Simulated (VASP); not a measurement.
Write the native input for VASP 6.6.1 that does the following.

* Task: relaxation of cell and atoms
* Functional: PBEsol
* Potentials or basis: VASP PAW PBE potentials, release 64 (Pd)
* Cutoff: 600 eV
* k mesh: 12 × 12 × 12
* Occupations: fermi-dirac, width 0.05 eV
* Spin: no spin polarisation
* Target pressure: 20 GPa
* Dipole correction: no
* Further INCAR settings: ALGO = Normal; EDIFF = 1e-07; IBRION = 2; EDIFFG = -0.005; NSW = 80; ISIF = 3

The structure of Pd lies in POSCAR:

```
Pd
1.0
   -1.5722810000      1.5722810000      1.5722810000
    1.5722810000     -1.5722810000      1.5722810000
    1.5722810000      1.5722810000     -1.5722810000
Pd
1
Direct
    0.0000000000      0.0000000000      0.0000000000
```

The input as run:

INCAR

```
SYSTEM = Pd
  ALGO = Normal
  EDIFF = 1E-7
  EDIFFG = -0.005
  ENCUT = 600
  GGA = PS
  IBRION = 2
  ISIF = 3
  ISMEAR = -1
  LASPH = .True.
  LCHARG = .False.
  LREAL = .False.
  LWAVE = .False.
  NELM = 100
  NSW = 80
  PREC = Accurate
  PSTRESS = 200.0
  SIGMA = 0.05
```

KPOINTS

```
k-points
0
Gamma
  12 12 12
  0 0 0
```

Potentials or basis: VASP PAW PBE potentials, release 64 (Pd).

Command:

```console
$ cat potpaw_PBE.64/Pd/POTCAR > POTCAR
$ mpirun -np 1 vasp_std > vasp.out
```

Results of the run:

The relaxed volume is 13.50 Å³/atom. The relaxed cell is a = 2.598 Å, b = 2.598 Å, c = 2.598 Å, α = 109.47°, β = 109.47°, γ = 109.47°. The space group after relaxing (to 0.05 Å) is Im-3m (No. 229) and the energy change on relaxing (the enthalpy is what falls) is +33.5 meV/atom. The ionic steps are 5, the pressure after relaxing is 20.0 GPa and the band gap on the k mesh is zero (band 5 reaches 11.92 eV, above the bottom of band 6 at 9.94 eV).

Caveat: the cell is relaxed towards a set pressure, so the enthalpy falls and the energy may rise; the PAW data sets were made with another functional, which shifts forces and pressure a little.

Wall time 79 s on 1 thread of AMD EPYC 7R13 (shared host), peak memory 0.13 GiB.
